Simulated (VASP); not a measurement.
Input of a VASP 6.6.1 run:

File POSCAR:

```
Si
1.0
    0.0000000000      2.5269711803      2.5269711803
    2.5269711803      0.0000000000      2.5269711803
    2.5269711803      2.5269711803      0.0000000000
Si
2
Direct
   -0.1250000000     -0.1250000000     -0.1250000000
    0.1250000000      0.1250000000      0.1250000000
```

The input INCAR.step1:

```
SYSTEM = Si
ALGO = Normal
EDIFF = 1E-4
ENCUT = 520
GGA = PE
ISMEAR = -1
LASPH = .True.
LCHARG = .False.
LREAL = .False.
LWAVE = .True.
NBANDS = 11
NELM = 80
PREC = Accurate
SIGMA = 0.08
```

File INCAR.step2:

```
SYSTEM = Si
ALGO = Normal
EDIFF = 1E-7
ENCUT = 520
ISIF = 2
ISMEAR = -1
ISTART = 1
LASPH = .True.
LCHARG = .True.
LELF = .True.
LMIXTAU = .True.
LREAL = .False.
LVHAR = .True.
LWAVE = .False.
METAGGA = R2SCAN
NBANDS = 11
NELM = 80
PREC = Accurate
SIGMA = 0.08
```

KPOINTS

```
k-points
0
Gamma
  13 13 13
  0 0 0
```

Potentials or basis: VASP PAW PBE potentials, release 64 (Si).

Command:

```console
$ cat potpaw_PBE.64/Si/POTCAR > POTCAR
$ cp INCAR.step1 INCAR
$ mpirun -np 1 vasp_std > vasp.out
$ cp INCAR.step2 INCAR
$ mpirun -np 1 vasp_std > vasp.out
```

Q: What does it give for the pressure?

A: 33.7 GPa.

Q: Predict the band gap on the k mesh.

A: 0.32 eV, indirect (least direct gap 2.82 eV).

Caveat: the PAW data sets were made with another functional, which shifts forces and pressure a little. A k mesh can miss the band edges.
